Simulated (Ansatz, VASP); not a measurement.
**Sn2As2Se in VASP and in Ansatz**

The input INCAR:

```
ALGO = Normal
EDIFF = 1E-7
EDIFFG = -0.04
ENCUT = 600
GGA = PE
IBRION = 2
ISIF = 3
ISMEAR = 0
LASPH = True
LCHARG = False
LREAL = False
LWAVE = False
NELM = 60
NSW = 90
PREC = Accurate
SIGMA = 0.1
```

Contents of KPOINTS:

```
k-points
0
Gamma
  4 4 4
```

POSCAR

```
Sn2As2Se
1.0
    2.4116216100     -4.9186625900      0.0000000000
    2.4116216100      4.9186625900      0.0000000000
    0.0000000000      0.0000000000      6.0634922700
Sn As Se
2 2 1
Direct
    0.7481334800      0.7481334800      0.0000000000
    0.2518665200      0.2518665200      0.0000000000
    0.0000000000      0.5000000000      0.0000000000
    0.5000000000      0.0000000000      0.0000000000
    0.5000000000      0.5000000000      0.5000000000
```

Input for Ansatz:

```yaml
crystal:
  lattice:
    - [2.41162161, -4.91866259, 0.0]
    - [2.41162161, 4.91866259, 0.0]
    - [0.0, 0.0, 6.06349227]
  atoms:
    - { symbol: Sn, position: [0.74813348, 0.74813348, 0.0] }
    - { symbol: Sn, position: [0.25186652, 0.25186652, 0.0] }
    - { symbol: As, position: [0.0, 0.5, 0.0] }
    - { symbol: As, position: [0.5, 0.0, 0.0] }
    - { symbol: Se, position: [0.5, 0.5, 0.5] }
basis:
  ecutwfc: 420
kpoints:
  mp_grid: { grid: [4, 4, 4] }
hamiltonian:
  xc: pbe
scf:
  occupations: { method: gaussian, width: 0.1 }
  lower_state_search: "off"
output:
  forces: true
  stress: true
  eigenvalues: true
relax:
  adjacent_minimum: "off"
  f_tol: 0.04
  max_steps: 70
  cell: { stress_tol: 0.4 }
```

Alike in both runs: task relaxation of cell and atoms; functional PBE; k mesh 4 × 4 × 4; occupations gaussian, width 0.1 eV; no spin polarisation.

```csv
,VASP,Ansatz
version,VASP 6.6.1,Ansatz 0.2.0
potentials or method,"VASP PAW PBE potentials, release 64 (Sn_d, As, Se), cutoff 600 eV","scalar-relativistic, plane waves, PAW"
valence electrons in the cell,44,74
```

|  | VASP | Ansatz | Ansatz less VASP |
| --- | --- | --- | --- |
| gap on the k mesh at the Fermi level, each at its own relaxed structure (eV) | none | none | - |
| relaxed volume (Å³/atom) | 32.15 | 32.10 | -0.055 |
| relaxed cell length with the largest relative difference (Å) | 6.289 | 6.280 | -0.0083 |

A gap of «none» marks a metal or a gap that the smearing closes. VASP's potentials hold 44 valence electrons a cell and Ansatz's 74, so a difference there can come from the potentials and not from the codes.

The k mesh is coarse, so the values compare programs but aren't converged.
